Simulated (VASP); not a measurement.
Runs of VASP 6.6.1 on AlFe. The structure is that of space group Pm-3m (No. 221), or close to it. The cells are those of the table. 

| cell | k mesh | gap on the mesh (eV) | pressure (GPa) | moment (μB) |
| --- | --- | --- | --- | --- |
| a = 2.931 Å, 2 atoms | 14 × 14 × 14 | none | (c) | 0.71 |
| a = 2.754 Å, 2 atoms | 14 × 14 × 14 | none | 29.6 | 0.61 |
| a = 2.910 Å, 2 atoms | 6 × 6 × 6 | none | -6.0 | (a) |
| a = 2.874 Å, 2 atoms | 14 × 14 × 14 | none | (b) | 0.67 |
| a = 2.816 Å, 2 atoms | 14 × 14 × 14 | none | 12.4 | 0.64 |

Alike in all rows: task single point; level PBE; potentials or basis VASP PAW PBE potentials, release 64 (Al, Fe); spin collinear, ferromagnetic start; cutoff (eV) 520; smearing gaussian 0.1 eV.

**Question.** Estimate the missing entries.

**Answer.** (a) 0.74; (b) 0.0; (c) -9.0.

Caveats: the moment fell far below its start of 4 μB, so a state of higher moment may lie lower in energy (some runs).

A gap of «none» marks levels without a gap at the run's occupations.
